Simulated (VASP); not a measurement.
# AlNi (Pm-3m) in VASP: a series of runs, part 2 of 2

VASP 6.6.1. Earlier steps stand in the parts before.

## 3. Single point, PBEsol

This run uses another cell than the first one, of 11.79 Å³/atom, 1.029 times its volume.

The input, INCAR:

```
  PREC = Accurate
  ENCUT = 520
  EDIFF = 1E-6
  ISMEAR = 0
  SIGMA = 0.1
  LREAL = F
  LASPH = T
  NELM = 100
  ALGO = Normal
  ISIF = 2
  LWAVE = F
  LCHARG = F
  GGA = PS
  NBANDS = 14
```

The input, KPOINTS:

```
regular mesh
0
Gamma
  14 14 14
```

The input, POSCAR:

```
AlNi
1.0
    2.8679499654      0.0000000000      0.0000000000
    0.0000000000      2.8679499654      0.0000000000
    0.0000000000      0.0000000000      2.8679499654
Al Ni
1 1
Direct
    0.5000000000      0.5000000000      0.5000000000
    0.0000000000      0.0000000000      0.0000000000
```

Potentials or basis: VASP PAW PBE potentials, release 64 (Al, Ni).

Command:

```sh
$ cat potpaw_PBE.64/Al/POTCAR potpaw_PBE.64/Ni/POTCAR > POTCAR
$ mpirun -np 1 vasp_std > vasp.out
```

OUTCAR:

```text
PREC = Accurate
   ENCUT = 520
   EDIFF = 1E-6
   ISMEAR = 0
   LREAL = F
   LASPH = T
   NELM = 100
   ISIF = 2
   GGA = PS

 ion  position               nearest neighbor table
   1  0.500  0.500  0.500-   2 2.48   2 2.48   2 2.48   2 2.48   2 2.48   2 2.48   2 2.48   2 2.48

   2  0.000  0.000  0.000-   1 2.48   1 2.48   1 2.48   1 2.48   1 2.48   1 2.48   1 2.48   1 2.48

  LATTYP: Found a simple cubic cell.
 ALAT       =     2.8679499654

  Lattice vectors:

 A1 = (   2.8679499654,   0.0000000000,   0.0000000000)
 A2 = (   0.0000000000,   2.8679499654,   0.0000000000)
 A3 = (   0.0000000000,   0.0000000000,   2.8679499654)

Analysis of symmetry for initial positions (statically):
=====================================================================
 Subroutine PRICEL returns:
 Original cell was already a primitive cell.

 Routine SETGRP: Setting up the symmetry group for a
 simple cubic supercell.

 Subroutine GETGRP returns: Found 48 space group operations
 (whereof 48 operations were pure point group operations)
 out of a pool of 48 trial point group operations.

The static configuration has the point symmetry O_h .

Analysis of symmetry for dynamics (positions and initial velocities):
=====================================================================
 Subroutine PRICEL returns:
 Original cell was already a primitive cell.

 Routine SETGRP: Setting up the symmetry group for a
 simple cubic supercell.

 Subroutine GETGRP returns: Found 48 space group operations
 (whereof 48 operations were pure point group operations)
 out of a pool of 48 trial point group operations.

The dynamic configuration has the point symmetry O_h .

 Subroutine INISYM returns: Found 48 space group operations
 (whereof 48 operations are pure point group operations),
 and found     1 'primitive' translations

----------------------------------------------------------------------------------------

                                     Primitive cell

  volume of cell :      23.5893

  direct lattice vectors                    reciprocal lattice vectors
     2.867949965  0.000000000  0.000000000     0.348681118  0.000000000  0.000000000
     0.000000000  2.867949965  0.000000000     0.000000000  0.348681118  0.000000000
     0.000000000  0.000000000  2.867949965     0.000000000  0.000000000  0.348681118

  length of vectors
     2.867949965  2.867949965  2.867949965     0.348681118  0.348681118  0.348681118

  position of ions in fractional coordinates (direct lattice)
     0.500000000  0.500000000  0.500000000
     0.000000000  0.000000000  0.000000000

  ion indices of the primitive-cell ions
   primitive index   ion index
                 1           1
                 2           2

----------------------------------------------------------------------------------------

 KPOINTS: regular mesh

Automatic generation of k-mesh.
 Grid dimensions read from file:
 generate k-points for:   14   14   14

 Generating k-lattice:

  Cartesian coordinates                     Fractional coordinates (reciprocal lattice)
     0.024905794  0.000000000  0.000000000     0.071428571  0.000000000  0.000000000
     0.000000000  0.024905794  0.000000000     0.000000000  0.071428571  0.000000000
     0.000000000  0.000000000  0.024905794     0.000000000  0.000000000  0.071428571

  Length of vectors
     0.024905794  0.024905794  0.024905794

  Shift w.r.t. Gamma in fractional coordinates (k-lattice)
     0.000000000  0.000000000  0.000000000

 Subroutine IBZKPT returns following result:
 ===========================================

 Found    120 irreducible k-points:

 Following reciprocal coordinates:
            Coordinates               Weight
  0.000000  0.000000  0.000000      1.000000
  0.071429  0.000000  0.000000      6.000000
  0.142857  0.000000  0.000000      6.000000
  0.214286  0.000000  0.000000      6.000000
  0.285714  0.000000  0.000000      6.000000
  0.357143  0.000000  0.000000      6.000000
[... 16 lines left out ...]
  0.285714  0.214286  0.000000     24.000000
  0.357143  0.214286  0.000000     24.000000
 [... further k-points ...]
   k-points           NKPTS =    120   k-points in BZ     NKDIM =    120   number of bands    NBANDS=     14
   number of dos      NEDOS =    301   number of ions     NIONS =      2
   total plane-waves  NPLWV =  13824
   dimension x,y,z NGX =    24 NGY =   24 NGZ =   24
   dimension x,y,z NGXF=    48 NGYF=   48 NGZF=   48
   ions per type =               1   1
   NGX,Y,Z   is equivalent  to a cutoff of  13.91, 13.91, 13.91 a.u.
   NGXF,Y,Z  is equivalent  to a cutoff of  27.82, 27.82, 27.82 a.u.
 SYSTEM =  unknown system
   PREC   = accura    normal or accurate (medium, high low for compatibility)
   ISTART =      0    job   : 0-new  1-cont  2-samecut
   ICHARG =      2    charge: 1-file 2-atom 10-const
   ISPIN  =      1    spin polarized calculation?
   LNONCOLLINEAR =      F non collinear calculations
   LSORBIT =      F    spin-orbit coupling
   LASPH  =      T    aspherical Exc in radial PAW
   ENCUT  =  520.0 eV  38.22 Ry    6.18 a.u.   5.33  5.33  5.33*2*pi/ulx,y,z
   NELM   =    100;   NELMIN=  2; NELMDL= -5     # of ELM steps
   EDIFF  = 0.1E-05   stopping-criterion for ELM
   LREAL  =      F    real-space projection
   EDIFFG = 0.1E-04   stopping-criterion for IOM
   NSW    =      0    number of steps for IOM
   IBRION =     -1    ionic relax: 0-MD 1-quasi-New 2-CG
   NFREE  =      0    steps in history (QN), initial steepest desc. (CG)
   ISIF   =      2    stress and relaxation
   ISYM   =      2    0-nonsym 1-usesym 2-fastsym
   POTIM  = 0.5000    time-step for ionic-motion
   TEBEG  =    0.0;   TEEND  =   0.0 temperature during run
   PSTRESS=    0.0 pullay stress
   NELECT =      13.0000    total number of electrons
   NUPDOWN=      -1.0000    fix difference up-down
   EMIN   =  10.00;   EMAX   =-10.00  energy-range for DOS
   EFERMI =   0.00;   METHOD = LEGACY
   ISMEAR =     0;   SIGMA  =   0.10  broadening in eV -4-tet -1-fermi 0-gaus
   EFERMI_NEDOS =   21; number of points for ismear=-14 and -15
   IALGO  =     38    algorithm
   IMIX   =      4    mixing-type and parameters
     AMIX     =   0.40;   BMIX     =  1.00
     AMIX_MAG =   1.60;   BMIX_MAG =  1.00
  volume/ion in A,a.u.               =      11.79        79.59
  Fermi-wavevector in a.u.,A,eV,Ry     =   1.342201  2.536393 24.510961  1.801505
  Thomas-Fermi vector in A             =   2.470374
   LORBIT       =      0    0 simple, 1 ext, 2 COOP (PROOUT), +10 PAW based schemes
   GGA     = PS    functional components
   LHFCALC =     F    Hartree Fock is set to
   AEXX    =    0.0000 exact exchange contribution
   IVDW    =     0    specifies the selected vdW correction
   LEPSILON=     F    determine dielectric tensor
   LRPA    =     F    only Hartree local field effects (RPA)
 non-spin polarized calculation
 Gauss-broadening in eV      SIGMA  =   0.10
  energy-cutoff  :      520.00
  volume of cell :       23.59
 maximum number of plane-waves:       655
 NGX is ok and might be reduce to    24
   NGX = 11   NGY = 11   NGZ = 11

 number of electron      13.0000013 magnetization

 Free energy of the ion-electron system (eV)
  ---------------------------------------------------
  ext. energy  EPLUGINS =         0.00000000
  ---------------------------------------------------
  free energy    TOTEN  =       -11.58678739 eV

  energy without entropy =      -11.58173007  energy(sigma->0) =      -11.58425873

 E-fermi :  10.0496     XC(G=0): -12.2323

 val. band max:       10.0476775594   @ k =   0.3571   0.1429   0.1429
 cond. band min:      10.0854266695   @ k =   0.5000   0.5000   0.2857
 fundamental gap:      0.0377491101
 Fermi energy:        10.0495690062

 k-point     1 :       0.0000    0.0000    0.0000
  band No.  band energies     occupation
      1      -1.1533      2.00000
      2       6.7753      2.00000
      3       6.7753      2.00000
      4       8.5077      2.00000
      5       8.5077      2.00000
      6       8.5077      2.00000
      7      15.6320      0.00000
      8      15.6320      0.00000
      9      15.6320      0.00000
     10      18.2678      0.00000
     11      18.2678      0.00000
     12      24.0511      0.00000
     13      31.1362      0.00000
     14      31.1362      0.00000
[... 375 lines left out ...]
 k-point    24 :       0.3571    0.2143    0.0000
  band No.  band energies     occupation
      1       1.9100      2.00000
      2       5.7783      2.00000
      3       7.1663      2.00000
      4       7.7130      2.00000
      5       7.9686      2.00000
      6       8.3124      2.00000
      7       9.9759      1.70220
      8      13.8668      0.00000
      9      17.9637      0.00000
     10      19.3082      0.00000
     11      21.7357      0.00000
     12      24.0318      0.00000
     13      26.2991      0.00000
     14      27.8157      0.00000

 [... further k-points ...]
[... 5 lines left out ...]
  --------------------------------------------------------------------------------------
  -------------------------------------------------------------------------------------
  Total       -0.1296496     -0.1296496     -0.1296496      0.0000000      0.0000000     -0.0000000
  in kB       -8.8057660     -8.8057660     -8.8057660      0.0000000      0.0000000     -0.0000000
  external PRESSURE =      -8.8057660 kB  Pullay stress =       0.0000000 kB

 VOLUME and BASIS-vectors are now :
 -----------------------------------------------------------------------------
  energy-cutoff  :      520.00
  volume of cell :       23.59
      direct lattice vectors                 reciprocal lattice vectors
     2.867949965  0.000000000  0.000000000     0.348681118  0.000000000  0.000000000
     0.000000000  2.867949965  0.000000000     0.000000000  0.348681118  0.000000000
     0.000000000  0.000000000  2.867949965     0.000000000  0.000000000  0.348681118

 POSITION                                       TOTAL-FORCE (eV/Angst)
 -----------------------------------------------------------------------------------
      1.43397      1.43397      1.43397         0.000000      0.000000      0.000000
      0.00000      0.00000      0.00000         0.000000      0.000000      0.000000
 -----------------------------------------------------------------------------------
    total drift:                                0.000000      0.000000      0.000000

  FREE ENERGIE OF THE ION-ELECTRON SYSTEM (eV)
  ---------------------------------------------------
  free  energy   TOTEN  =       -11.5867873905 eV

  energy  without entropy=      -11.5817300724  energy(sigma->0) =      -11.58425873
```

OSZICAR:

```text
N       E                     dE             d eps       ncg     rms          rms(c)
DAV:   1     0.403262910799E+02    0.40326E+02   -0.54299E+03  3432   0.980E+02
DAV:   2    -0.114311713437E+02   -0.51757E+02   -0.46683E+02  3582   0.181E+02
DAV:   3    -0.132002453503E+02   -0.17691E+01   -0.17434E+01  4338   0.372E+01
DAV:   4    -0.132242244016E+02   -0.23979E-01   -0.23972E-01  3944   0.389E+00
DAV:   5    -0.132249312847E+02   -0.70688E-03   -0.70687E-03  4402   0.732E-01    0.128E+01
DAV:   6    -0.152645032024E+02   -0.20396E+01   -0.50865E+01  3930   0.100E+02    0.163E+01
DAV:   7    -0.116194016179E+02    0.36451E+01   -0.14678E+01  3984   0.591E+01    0.111E+00
DAV:   8    -0.116017637301E+02    0.17638E-01   -0.31206E-01  4216   0.597E+00    0.995E-01
DAV:   9    -0.115872248141E+02    0.14539E-01   -0.43201E-02  4326   0.264E+00    0.213E-01
DAV:  10    -0.115867856902E+02    0.43912E-03   -0.18721E-03  4408   0.587E-01    0.762E-02
DAV:  11    -0.115867883804E+02   -0.26903E-05   -0.60555E-05  4052   0.584E-02    0.152E-02
DAV:  12    -0.115867873905E+02    0.98989E-06   -0.55867E-06  4176   0.336E-02
   1 F= -.11586787E+02 E0= -.11584259E+02  d E =-.505732E-02
```

It took 31 s on 1 thread of Intel Xeon Platinum 8375C at 2.90GHz (Ice Lake), shared host; peak memory 0.16 GiB.

What came out:

```yaml
Free_energy: -11.5868 eV
Pressure: -0.9 GPa
```

Levels at points of the mesh, in eV from the Fermi level:
```csv
k point,band 3,band 4,band 5,band 6,band 7,band 8,band 9,band 10,band 11,band 12
"(0.00, 0.00, 0.00)",-3.27,-1.54,-1.54,-1.54,5.58,5.58,5.58,8.22,8.22,14.00
"(0.50, 0.00, 0.00)",-2.79,-2.26,-2.26,-1.45,-0.63,8.34,10.09,10.09,11.06,11.06
"(0.50, 0.50, 0.00)",-2.89,-2.89,-2.09,-2.09,-1.00,1.51,2.59,12.47,15.27,15.27
"(0.50, 0.50, 0.50)",-4.14,-0.97,-0.97,2.00,2.00,2.00,3.88,4.56,4.56,4.56
```

Caveat: the PAW data sets were made with another functional, which shifts forces and pressure a little.

## 4. Single point, PBEsol

This run uses another cell than the first one, of 8.83 Å³/atom, 0.770 times its volume.

The input, INCAR:

```
SYSTEM = AlNi
PREC = Accurate
ENCUT = 520
EDIFF = 1E-7
ISMEAR = 0
SIGMA = 0.1
LREAL = .False.
LASPH = .True.
NELM = 60
ALGO = Fast
ISIF = 2
LWAVE = .False.
LCHARG = .False.
GGA = PS
NBANDS = 14
```

The input, KPOINTS:

```
regular mesh
0
Gamma
  16 16 16
  0 0 0
```

The input, POSCAR:

```
AlNi
1.0
    2.6043268558      0.0000000000      0.0000000000
    0.0000000000      2.6043268558      0.0000000000
    0.0000000000      0.0000000000      2.6043268558
Al Ni
1 1
Direct
    0.5000000000      0.5000000000      0.5000000000
    0.0000000000      0.0000000000      0.0000000000
```

Command:

```sh
$ cat potpaw_PBE.64/Al/POTCAR potpaw_PBE.64/Ni/POTCAR > POTCAR
$ mpirun -np 1 vasp_std > vasp.out
```

Wall time 42 s (1 thread of Intel Xeon Platinum 8375C at 2.90GHz (Ice Lake), shared host); peak memory 0.16 GiB.

The run converged. Its results:

* Free energy: -10.3164 eV
* Pressure: 90.3 GPa

Levels at points of the mesh, in eV from the Fermi level:
```
           k point  band 4  band 5  band 6  band 7  band 8  band 9  band 10  band 11
(0.00, 0.00, 0.00)   -2.29   -2.29   -2.29    6.98    6.98    6.98     9.20     9.20
(0.50, 0.00, 0.00)   -3.33   -3.33   -2.15   -0.81    8.49   11.57    11.57    14.29
(0.50, 0.50, 0.00)   -3.74   -3.16   -3.16   -1.47    2.12    4.16    16.04    17.75
(0.50, 0.50, 0.50)   -1.42   -1.42    1.70    1.70    1.70    6.01     6.01     6.01
```

Caveat: the PAW data sets were made with another functional, which shifts forces and pressure a little. Spin polarisation is off, so any magnetic state and its effect on volume and gap are missing.

## 5. Single point, PBEsol

This run uses another cell than the first one, of 9.68 Å³/atom, 0.844 times its volume.

The input, INCAR:

```
SYSTEM = AlNi
PREC     = Accurate       ! precision mode
ENCUT    = 520            ! plane-wave cutoff, eV
EDIFF    = 1E-6           ! SCF threshold, eV
ISMEAR   = 0              ! smearing method
SIGMA    = 0.1            ! smearing width, eV
LREAL    = .FALSE.        ! projectors in reciprocal space
LASPH    = .TRUE.         ! aspherical terms in the spheres
NELM     = 60             ! most SCF steps
ALGO     = Fast           ! electronic algorithm
ISIF     = 2              ! what is computed and relaxed
LWAVE    = .FALSE.        ! write WAVECAR
LCHARG   = .TRUE.         ! write CHGCAR
GGA      = PS             ! functional
LELF     = .TRUE.         ! ELF
LVHAR    = .TRUE.       
NBANDS   = 14             ! bands
```

The input, KPOINTS:

```
regular mesh
0
G
  16 16 16
  0 0 0
```

The input, POSCAR:

```
AlNi
1.0
    2.6853342251      0.0000000000      0.0000000000
    0.0000000000      2.6853342251      0.0000000000
    0.0000000000      0.0000000000      2.6853342251
Al Ni
1 1
Direct
    0.5000000000      0.5000000000      0.5000000000
    0.0000000000      0.0000000000      0.0000000000
```

Command:

```sh
$ cat potpaw_PBE.64/Al/POTCAR potpaw_PBE.64/Ni/POTCAR > POTCAR
$ mpirun -np 1 vasp_std > vasp.out
```

Wall time 46 s (1 thread of Intel Xeon Platinum 8375C at 2.90GHz (Ice Lake), shared host); peak memory 0.16 GiB.

The run converged. Its results:

* Free energy: -11.0470 eV
* Pressure: 50.2 GPa

Levels at points of the mesh, in eV from the Fermi level:
```tsv
k point	band 4	band 5	band 6	band 7	band 8	band 9	band 10	band 11
(0.00, 0.00, 0.00)	-2.03	-2.03	-2.03	6.49	6.49	6.49	8.87	8.87
(0.50, 0.00, 0.00)	-2.95	-2.95	-1.90	-0.75	8.48	11.08	11.08	13.18
(0.50, 0.50, 0.00)	-3.47	-2.78	-2.78	-1.31	1.90	3.62	14.82	16.91
(0.50, 0.50, 0.50)	-1.27	-1.27	1.80	1.80	1.80	5.50	5.50	5.50
```

Caveat: the PAW data sets were made with another functional, which shifts forces and pressure a little.

## 6. Relaxation of cell and atoms, PBEsol, target pressure 25 GPa, at which the enthalpy is minimised

This run uses another cell than the first one, of 10.43 Å³/atom, 0.910 times its volume.

The input, INCAR:

```
ALGO     = Normal         # electronic algorithm
EDIFF    = 1E-7           # SCF threshold, eV
EDIFFG   = -0.008         # ionic threshold
ENCUT    = 600            # plane-wave cutoff, eV
GGA      = PS             # functional
IBRION   = 2              # ionic algorithm
ISIF     = 3              # what is computed and relaxed
ISMEAR   = 0              # smearing method
LASPH    = True           # aspherical terms in the spheres
LCHARG   = False          # write CHGCAR
LREAL    = False          # projectors in reciprocal space
LWAVE    = False          # write WAVECAR
NELM     = 60             # most SCF steps
NSW      = 70             # ionic steps
PREC     = Accurate       # precision mode
PSTRESS  = 250.0        
SIGMA    = 0.1            # smearing width, eV
```

The input, KPOINTS:

```
k-points
0
Gamma
  14 14 14
```

The input, POSCAR:

```
AlNi
1.0
    2.7531365065      0.0000000000      0.0000000000
    0.0000000000      2.7531365065      0.0000000000
    0.0000000000      0.0000000000      2.7531365065
Al Ni
1 1
Direct
    0.5000000000      0.5000000000      0.5000000000
    0.0000000000      0.0000000000      0.0000000000
```

Potentials or basis: VASP PAW PBE potentials, release 64 (Al, Ni).

Command:

```sh
$ cat potpaw_PBE.64/Al/POTCAR potpaw_PBE.64/Ni/POTCAR > POTCAR
$ mpirun -np 1 vasp_std > vasp.out
```

Wall time 48 s (1 thread of Intel Xeon Platinum 8375C at 2.90GHz (Ice Lake), shared host); peak memory 0.17 GiB.

The run converged. Its results:

| Quantity | Value |
| --- | --- |
| Free energy | -11.4085 eV |
| Relaxed volume | 10.47 Å³/atom |
| Relaxed cell | a = 2.757 Å, b = 2.757 Å, c = 2.757 Å, α = 90.00°, β = 90.00°, γ = 90.00° |
| Space group after relaxing (to 0.05 Å) | Pm-3m (No. 221) |
| Energy change on relaxing (the enthalpy is what falls) | -6.4 meV/atom |
| Ionic steps | 3 |
| Pressure after relaxing | 25.0 GPa |

The path:
```csv
step,energy change (eV),largest force (eV/Å),pressure (GPa),volume (Å³)
1,0.0000,0.0000,26.06,20.87
2,-0.0322,0.0000,23.34,21.08
3,-0.0127,0.0000,25.02,20.95
```

Final structure:
```
Al Ni
1.0
     2.75664    0.00000    0.00000
     0.00000    2.75664    0.00000
     0.00000    0.00000    2.75664
Al Ni
1 1
Direct
  0.50000 0.50000 0.50000
  0.00000 0.00000 0.00000
```

Levels at points of the mesh, in eV from the Fermi level:
```
           k point  band 5  band 6  band 7  band 8  band 9  band 10
(0.00, 0.00, 0.00)   -1.81   -1.81    6.12    6.12    6.12     8.61
(0.50, 0.00, 0.00)   -2.65   -1.70   -0.70    8.45   10.68    10.68
(0.50, 0.50, 0.00)   -2.48   -2.48   -1.18    1.74    3.20    13.85
(0.50, 0.50, 0.50)   -1.14    1.89    1.89    1.89    4.99     5.11
```

Caveat: the cell is relaxed towards a set pressure, so the enthalpy falls and the energy may rise; the PAW data sets were made with another functional, which shifts forces and pressure a little. Spin polarisation is off, so any magnetic state and its effect on volume and gap are missing.

## 7. The runs side by side

| task | cell | k mesh | cutoff (eV) | gap on the mesh (eV) | pressure (GPa) |
| --- | --- | --- | --- | --- | --- |
| single point | a = 2.841 Å, 2 atoms | 14 × 14 × 14 | 520 | none | 4.2 |
| single point | a = 2.868 Å, 2 atoms | 14 × 14 × 14 | 520 | none | -0.9 |
| single point | a = 2.604 Å, 2 atoms | 16 × 16 × 16 | 520 | none | 90.3 |
| single point | a = 2.685 Å, 2 atoms | 16 × 16 × 16 | 520 | none | 50.2 |
| relaxation of cell and atoms | relaxed to 25 GPa from a = 2.753 Å, 2 atoms | 14 × 14 × 14 | 600 | none | 25.0 |

Alike in all rows: level PBEsol; potentials or basis VASP PAW PBE potentials, release 64 (Al, Ni); no spin polarisation; smearing gaussian 0.1 eV.

Caveats: the PAW data sets were made with another functional, which shifts forces and pressure a little; the cell is relaxed towards a set pressure, so the enthalpy falls and the energy may rise (some runs).

Total energies depend on the potentials used, so only differences within one code and one set of settings carry meaning.
